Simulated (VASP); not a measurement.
Set up this calculation in VASP 6.6.1, as the native input.

```
Task                   : single point
Functional             : PBE
Dispersion             : D3(BJ)
Potentials or basis    : VASP PAW PBE potentials, release 64 (Sn_d)
Cutoff                 : 520 eV
k mesh                 : 18 × 18 × 12
Occupations            : gaussian, width 0.15 eV
Spin                   : no spin polarisation
Dipole correction      : no
Further INCAR settings : ALGO = Fast; EDIFF = 1e-06; NBANDS = 21
```

The structure of Sn lies in POSCAR:

```
Sn
1.0
   -1.7544065422      1.7546136957     -2.1674907473
   -1.7544065422      1.7546136957      2.1674907473
    3.5088130844      3.5092273914      0.0000000000
Sn
2
Direct
    0.0705289106      0.0705289106     -0.0000082855
    0.4294710894      0.4294710894      0.5000082855
```

This cell differs from its parent crystal: mode 1 (-6.9 1/cm) frozen in, largest displacement +0.350 Å.

These files were run (other wordings do the same):

INCAR

```
SYSTEM = Sn
ALGO     = Fast           ! electronic algorithm
EDIFF    = 1E-6           ! SCF threshold, eV
ENCUT    = 520            ! plane-wave cutoff, eV
GGA      = PE             ! functional
ISIF     = 2              ! what is computed and relaxed
ISMEAR   = 0              ! smearing method
IVDW     = 12             ! dispersion correction
LASPH    = .True.         ! aspherical terms in the spheres
LCHARG   = .False.        ! write CHGCAR
LREAL    = .False.        ! projectors in reciprocal space
LWAVE    = .False.        ! write WAVECAR
NBANDS   = 21             ! bands
NELM     = 80             ! most SCF steps
PREC     = Accurate       ! precision mode
SIGMA    = 0.15           ! smearing width, eV
```

KPOINTS

```
k-points
0
Gamma
  18 18 12
  0 0 0
```

Potentials or basis: VASP PAW PBE potentials, release 64 (Sn_d).

Command:

```sh
$ cat potpaw_PBE.64/Sn_d/POTCAR > POTCAR
$ mpirun -np 1 vasp_std > vasp.out
```

Results of the run:

```json
{
 "Pressure": "1.4 GPa",
 "Largest force": "0.272 eV/Å",
 "Band gap on the k mesh": "zero (band 14 reaches 11.99 eV, above the bottom of band 15 at 6.41 eV)",
 "Dispersion energy per atom": "-0.393 eV"
}
```

Caveat: the cell differs from its parent crystal (mode 1 (-6.9 1/cm) frozen in, largest displacement +0.350 Å); spin-orbit coupling is left out, which moves the levels of the heavy elements; pairwise dispersion overbinds metals, which lowers pressure and volume.

It took 20 min on 1 thread of AMD EPYC 7R43 64-Core Processor (Zen 3) (shared host), peak memory 0.87 GiB.
